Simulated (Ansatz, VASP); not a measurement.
## NaF: VASP beside Ansatz

File INCAR:

```
ALGO = Normal
EDIFF = 1E-6
ENCUT = 520
GGA = PE
ISIF = 2
ISMEAR = 0
LASPH = T
LCHARG = F
LREAL = F
LWAVE = F
NBANDS = 14
NELM = 80
PREC = Accurate
SIGMA = 0.1
```

KPOINTS

```
k-points
0
Gamma
  6 6 6
```

File POSCAR:

```
NaF
1.0
    0.0000000000      2.3497917110      2.3497917110
    2.3497917110      0.0000000000      2.3497917110
    2.3497917110      2.3497917110      0.0000000000
Na F
1 1
Direct
    0.0000000000      0.0000000000      0.0000000000
    0.5000000000      0.5000000000      0.5000000000
```

Input for Ansatz:

```yaml
crystal:
  lattice:
    - [0.0, 2.349791711, 2.349791711]
    - [2.349791711, 0.0, 2.349791711]
    - [2.349791711, 2.349791711, 0.0]
  atoms:
    - { symbol: Na, position: [0.0, 0.0, 0.0] }
    - { symbol: F, position: [0.5, 0.5, 0.5] }
basis:
  ecutwfc: 420
kpoints:
  mp_grid: { grid: [6, 6, 6] }
hamiltonian:
  xc: pbe
scf:
  occupations: { method: gaussian, width: 0.1 }
  lower_state_search: "off"
output:
  forces: true
  stress: true
  eigenvalues: true
```

Change from the starting cell: the structure that the rattled cell fell into.

Alike in both runs: task single point; functional PBE; k mesh 6 × 6 × 6; occupations gaussian, width 0.1 eV; no spin polarisation.

```csv
,VASP,Ansatz
version,VASP 6.6.1,Ansatz 0.2.0
potentials or method,"VASP PAW PBE potentials, release 64 (Na_pv, F), cutoff 520 eV","scalar-relativistic, plane waves, PAW"
valence electrons in the cell,14,16
```

VASP gave:

* gap on the k mesh at the Fermi level (eV): 6.08
* least direct gap on the mesh (eV): 6.08
* pressure (GPa): -0.1

**Question.** Estimate Ansatz's values.

**Answer.** gap on the k mesh at the Fermi level (eV): 6.09; least direct gap on the mesh (eV): 6.09; pressure (GPa): 0.0.

VASP's potentials hold 14 valence electrons a cell and Ansatz's 16, so a difference there can come from the potentials and not from the codes.
